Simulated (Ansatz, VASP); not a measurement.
## C in VASP and in Ansatz

```
C
1.0
    -2.12684    1.22795    0.01101
    -2.12684   -1.22795    0.01101
     0.06689    0.00000   11.35518
C
6
Direct
  0.16656 0.16656 0.77831
  0.49998 0.49998 0.15568
  0.83327 0.83327 0.46700
  0.16664 0.16664 0.15567
  0.49994 0.49994 0.46699
  0.83323 0.83323 0.77830
```

Alike in both runs: task single point; functional r2SCAN; k mesh 12 × 12 × 3; occupations gaussian, width 0.05 eV; no spin polarisation.

|  | VASP | Ansatz |
| --- | --- | --- |
| version | VASP 6.6.1 | Ansatz 0.2.0 |
| potentials or method | VASP PAW PBE potentials, release 64 (C), cutoff 520 eV | scalar-relativistic, plane waves, PAW |
| valence electrons in the cell | 24 | 24 |

|  | VASP | Ansatz | Ansatz less VASP |
| --- | --- | --- | --- |
| gap on the k mesh at the Fermi level (eV) | 0.12 | 0.12 | 0.000 |
| least direct gap on the mesh (eV) | 0.12 | 0.12 | 0.000 |
| pressure (GPa) | 0.5 | -0.1 | -0.60 |
| traceless stress, the component that is largest in VASP (GPa) | -1.10 | -0.40 | +0.697 |
| rms of the force components (eV/Å) | 0.007 | 0.007 | -0.0001 |

VASP's potentials were made for PBE, not for r2SCAN. Atom by atom the forces differ by 0.000 eV/Å (rms over components). The functional is the same, so the differences come from potentials, cutoffs and numerics.
